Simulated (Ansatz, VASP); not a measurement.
Ti in VASP and in Ansatz

File POSCAR:

```
Ti
1.0
    0.0000000000      1.9999901589      1.9999901589
    1.9999901589      0.0000000000      1.9999901589
    1.9999901589      1.9999901589      0.0000000000
Ti
1
Direct
    0.0000000000      0.0000000000      0.0000000000
```

Contents of INCAR.step1:

```
SYSTEM = Ti
  ALGO = Normal
  EDIFF = 1E-4
  ENCUT = 520
  GGA = PE
  ISMEAR = -1
  LASPH = .True.
  LCHARG = .False.
  LREAL = .False.
  LWAVE = .True.
  NBANDS = 12
  NELM = 100
  PREC = Accurate
  SIGMA = 0.1
```

The input INCAR.step2:

```
SYSTEM = Ti
  ALGO = Normal
  EDIFF = 1E-7
  ENCUT = 520
  ISIF = 2
  ISMEAR = -1
  ISTART = 1
  LASPH = .True.
  LCHARG = .False.
  LMIXTAU = .True.
  LREAL = .False.
  LWAVE = .False.
  METAGGA = R2SCAN
  NBANDS = 12
  NELM = 100
  PREC = Accurate
  SIGMA = 0.1
```

KPOINTS

```
k-points
0
Gamma
  15 15 15
  0 0 0
```

Input for Ansatz:

```yaml
crystal:
  lattice:
    - [0.0, 1.9999901589, 1.9999901589]
    - [1.9999901589, 0.0, 1.9999901589]
    - [1.9999901589, 1.9999901589, 0.0]
  atoms:
    - { symbol: Ti, position: [0.0, 0.0, 0.0] }
hamiltonian:
  xc: r2scan
  pseudopotentials:
    kind: paw
    azcp:
      Ti: "pseudopotentials/Ti.paw.azcp"
basis:
  ecutwfc: 500
  fft_grid_basis: typed
kpoints:
  mp_grid: { grid: [15, 15, 15], shift: [0, 0, 0] }
magnetization:
  spin_polarized: false
scf:
  occupations: { method: fermi_dirac, width: 0.1 }
  lower_state_search: "off"
output:
  stress: true
```

Alike in both runs: task single point; functional r2SCAN; k mesh 15 × 15 × 15; occupations fermi-dirac, width 0.1 eV; no spin polarisation.

```csv
,VASP,Ansatz
version,VASP 6.6.1,Ansatz 0.2.0
potentials or method,"VASP PAW PBE potentials, release 64 (Ti_sv), cutoff 520 eV","plane waves (500 eV) with PAW, scalar-relativistic"
valence electrons in the cell,12,12
```

VASP gave:

* pressure (GPa): 11.1

Which values does Ansatz return?

Pressure (GPa): 10.6.

VASP's potentials were made for PBE, not for r2SCAN. The functional is the same, so the differences come from potentials, cutoffs and numerics.
